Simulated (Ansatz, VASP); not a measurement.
**TiNi: VASP beside Ansatz**

```
Ni Ti
1.0
     2.97025    0.00000    0.00000
     0.00000    2.97025    0.00000
     0.00000    0.00000    2.97025
Ni Ti
1 1
Direct
  0.00000 0.00000 0.00000
  0.50000 0.50000 0.50000
```

Alike in both runs: functional PBEsol; k mesh 16 × 16 × 16; occupations methfessel-paxton of order 1, width 0.1 eV; no spin polarisation.

Ansatz relaxed the structure, and its values are those at the end. VASP's run is a single point on that final structure, the one shown.

|  | VASP | Ansatz |
| --- | --- | --- |
| version | VASP 6.6.1 | Ansatz 0.2.0 |
| potentials or method | VASP PAW PBE potentials, release 64 (Ni, Ti_sv) | scalar-relativistic, plane waves, PAW |
| plane-wave cutoff (eV) | 520 | 420 |
| valence electrons in the cell | 22 | 30 |

Ansatz gave:

```
gap on the k mesh at the Fermi level (eV) : none
pressure (GPa)                            : 0.0
```

Task: Which values does VASP return?

Result: gap on the k mesh at the Fermi level (eV): none; pressure (GPa): -0.2.

VASP's potentials were made for PBE, not for PBEsol. A gap of «none» marks a metal or a gap that the smearing closes. With one functional, cell and mesh, what is left measures potentials, basis and numerics. VASP's potentials hold 22 valence electrons a cell and Ansatz's 30, so a difference there can come from the potentials and not from the codes.
